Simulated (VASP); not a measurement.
Write the native input for VASP 6.6.1 that does the following.

| Item | Value |
| --- | --- |
| Task | single point |
| Functional | LDA |
| Potentials or basis | VASP PAW LDA potentials, release 64 (Sn_d, Se) |
| Cutoff | 520 eV |
| k mesh | 8 × 8 × 8 |
| Occupations | gaussian, width 0.05 eV |
| Spin | no spin polarisation |
| Dipole correction | no |
| Further INCAR settings | ALGO = Normal; EDIFF = 1e-06; NBANDS = 17 |

The structure of SnSe lies in POSCAR:

```
SnSe
1.0
    0.0000000000      3.0055807255      2.9466477701
    2.9466477701      0.0000000000      2.9466477701
    2.9466477701      3.0055807255      0.0000000000
Sn Se
1 1
Direct
    0.0000000000      0.0000000000      0.0000000000
    0.5000000000      0.5000000000      0.5000000000
```

This cell differs from its parent crystal: strain +0.0200 x Voigt [0, 1, 0, 0, 0, 0].

The input as run:

INCAR

```
PREC = Accurate
ENCUT = 520
EDIFF = 1E-6
ISMEAR = 0
SIGMA = 0.05
LREAL = F
LASPH = T
NELM = 60
ALGO = Normal
ISIF = 2
LWAVE = F
LCHARG = F
GGA = CA
NBANDS = 17
```

KPOINTS

```
regular mesh
0
Gamma
  8 8 8
```

Potentials or basis: VASP PAW LDA potentials, release 64 (Sn_d, Se).

Run with:

```sh
$ cat potpaw_LDA.64/Sn_d/POTCAR potpaw_LDA.64/Se/POTCAR > POTCAR
$ mpirun -np 1 vasp_std > vasp.out
```

It gave:

The pressure is -1.0 GPa and the band gap on the k mesh is 0.75 eV, indirect (least direct gap 0.83 eV).

Caveat: the cell differs from its parent crystal (strain +0.0200 x Voigt [0, 1, 0, 0, 0, 0]); spin-orbit coupling is left out, which moves the levels of the heavy elements.

Run time: 21 s on 1 thread of AMD EPYC 9R45 96-Core Processor (Zen 5), with other jobs on the host, peak memory 0.15 GiB.
